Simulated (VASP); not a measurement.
A run of VASP 6.6.1 is set up as follows.

File INCAR:

```
PREC     = Accurate       # precision mode
ENCUT    = 520            # plane-wave cutoff, eV
EDIFF    = 1E-7           # SCF threshold, eV
ISMEAR   = 0              # smearing method
SIGMA    = 0.15           # smearing width, eV
LREAL    = False          # projectors in reciprocal space
LASPH    = True           # aspherical terms in the spheres
NELM     = 80             # most SCF steps
ALGO     = Fast           # electronic algorithm
ISIF     = 2              # what is computed and relaxed
LWAVE    = False          # write WAVECAR
LCHARG   = True           # write CHGCAR
GGA      = PE             # functional
LELF     = True           # ELF
LVHAR    = True         
NBANDS   = 61             # bands
```

Contents of KPOINTS:

```
regular mesh
0
Gamma
  6 6 12
```

Contents of POSCAR:

```
Si2W3
1.0
    6.6300342967      0.0000000000      0.0000000000
    0.0000000000      6.6300342967      0.0000000000
    0.0000000000      0.0000000000      3.3123213826
Si W
4 6
Direct
    0.1369849096      0.6314810676      0.0000000000
    0.8630150904      0.3685189324      0.0000000000
    0.6314810676      0.8630150904      0.0000000000
    0.3685189324      0.1369849096      0.0000000000
    0.5000000000      0.5000000000      0.0000000000
    0.0000000000      0.0000000000      0.0000000000
    0.6648445723      0.1541793669      0.5000000000
    0.3351554277      0.8458206331      0.5000000000
    0.1541793669      0.3351554277      0.5000000000
    0.8458206331      0.6648445723      0.5000000000
```

Potentials or basis: VASP PAW PBE potentials, release 64 (Si, W_sv).

Command:

```console
$ cat potpaw_PBE.64/Si/POTCAR potpaw_PBE.64/W_sv/POTCAR > POTCAR
$ mpirun -np 1 vasp_std > vasp.out
```

Question: Estimate the pressure.

Answer: 0.3 GPa.

Question: Estimate the band gap on the k mesh.

Answer: Zero (bands 50 and 51 overlap by 1.89 eV).

Stress tensor (GPa, compression positive):
```
0.36 0.00 0.00
0.00 0.36 0.00
0.00 0.00 0.24
```

Caveat: the cell differs from its parent crystal (atoms displaced along a vibrational mode); spin-orbit coupling is left out, which moves the levels of the heavy elements.
